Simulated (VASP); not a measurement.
Input of a VASP 6.6.1 run:

File INCAR:

```
ALGO = Fast ; EDIFF = 1E-6
ENCUT = 520 ; GGA = PE
ISIF = 2 ; ISMEAR = 0
LASPH = T ; LCHARG = F
LREAL = F ; LWAVE = F
NBANDS = 16 ; NELM = 100
PREC = Accurate ; SIGMA = 0.1
```

The input KPOINTS:

```
k-points
0
Gamma
  10 10 10
```

Contents of POSCAR:

```
Rb
1.0
    5.6989138828      0.0000000000      0.0000000000
    0.0000000000      5.6989138828      0.0000000000
    0.0000000000      0.0000000000      5.5571498559
Rb
2
Direct
    0.0000000000      0.0000000000      0.0000000000
    0.5000000000      0.5000000000      0.5000000000
```

Potentials or basis: VASP PAW PBE potentials, release 64 (Rb_sv).

Run with:

```bash
$ cat potpaw_PBE.64/Rb_sv/POTCAR > POTCAR
$ mpirun -np 1 vasp_std > vasp.out
```

(1) What does it give for the band gap on the k mesh?

(2) Estimate the pressure.

## Answers

(1) zero (bands 9 and 10 overlap by 1.92 eV).

(2) 0.0 GPa.

Caveat: the cell differs from its parent crystal (uniaxial strain along c: -2.0 %).
